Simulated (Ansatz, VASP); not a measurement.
As: VASP beside Ansatz

The input INCAR:

```
PREC = Accurate
ENCUT = 520
EDIFF = 1E-7
ISMEAR = -1
SIGMA = 0.1
LREAL = False
LASPH = True
NELM = 100
ALGO = Normal
ISIF = 2
LWAVE = False
LCHARG = False
GGA = PE
NBANDS = 8
```

Contents of KPOINTS:

```
regular mesh
0
Gamma
  21 21 21
```

Contents of POSCAR:

```
As
1.0
    0.0000000000      2.0721007264      2.0721007264
    2.0721007264      0.0000000000      2.0721007264
    2.0721007264      2.0721007264      0.0000000000
As
1
Direct
    0.0000000000      0.0000000000      0.0000000000
```

Input for Ansatz:

```yaml
crystal:
  lattice:
    - [0.0, 2.0721007264, 2.0721007264]
    - [2.0721007264, 0.0, 2.0721007264]
    - [2.0721007264, 2.0721007264, 0.0]
  atoms:
    - { symbol: As, position: [0.0, 0.0, 0.0] }
hamiltonian:
  xc: pbe
  pseudopotentials:
    kind: paw
    azcp:
      As: "pseudopotentials/As.paw.azcp"
basis:
  ecutwfc: 420
  fft_grid_basis: typed
kpoints:
  mp_grid: { grid: [21, 21, 21], shift: [0, 0, 0] }
magnetization:
  spin_polarized: false
scf:
  occupations: { method: fermi_dirac, width: 0.1 }
output:
  stress: true
```

Alike in both runs: task single point; functional PBE; k mesh 21 × 21 × 21; occupations fermi-dirac, width 0.1 eV; no spin polarisation.

|  | VASP | Ansatz |
| --- | --- | --- |
| version | VASP 6.6.1 | Ansatz 0.2.0 |
| potentials or method | VASP PAW PBE potentials, release 64 (As), cutoff 520 eV | plane waves (420 eV) with PAW, scalar-relativistic |
| valence electrons in the cell | 5 | 15 |

Ansatz gave:

```
pressure (GPa) : 7.9
```

Problem. What did VASP give for the same quantities?

Solution. Pressure (GPa): 8.0.

VASP's potentials hold 5 valence electrons a cell and Ansatz's 15, so a difference there can come from the potentials and not from the codes.
